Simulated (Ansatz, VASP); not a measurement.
**One calculation of Rh, two programs**

```xyz
2
Lattice="2.7245 0.0000 0.0000 -1.3623 2.3595 0.0000 0.0000 0.0000 4.3857" Properties=species:S:1:pos:R:3 pbc="T T T"
Rh    0.0000    1.5730    1.0964
Rh    1.3623    0.7865    3.2893
```

Alike in both runs: functional PBE; k mesh 18 × 18 × 10; occupations gaussian, width 0.1 eV; no spin polarisation.

Ansatz relaxed the structure, and its values are those at the end. VASP's run is a single point on that final structure, the one shown.

|  | VASP | Ansatz |
| --- | --- | --- |
| version | VASP 6.6.1 | Ansatz 0.2.0 |
| potentials or method | VASP PAW PBE potentials, release 64 (Rh_pv), cutoff 520 eV | scalar-relativistic, plane waves, PAW |
| valence electrons in the cell | 30 | 34 |

|  | VASP | Ansatz | Ansatz less VASP |
| --- | --- | --- | --- |
| gap on the k mesh at the Fermi level (eV) | none | none | - |
| pressure (GPa) | 0.0 | 0.0 | -0.03 |

A gap of «none» marks a metal or a gap that the smearing closes. The functional is the same, so the differences come from potentials, cutoffs and numerics. VASP's potentials hold 30 valence electrons a cell and Ansatz's 34, so a difference there can come from the potentials and not from the codes.
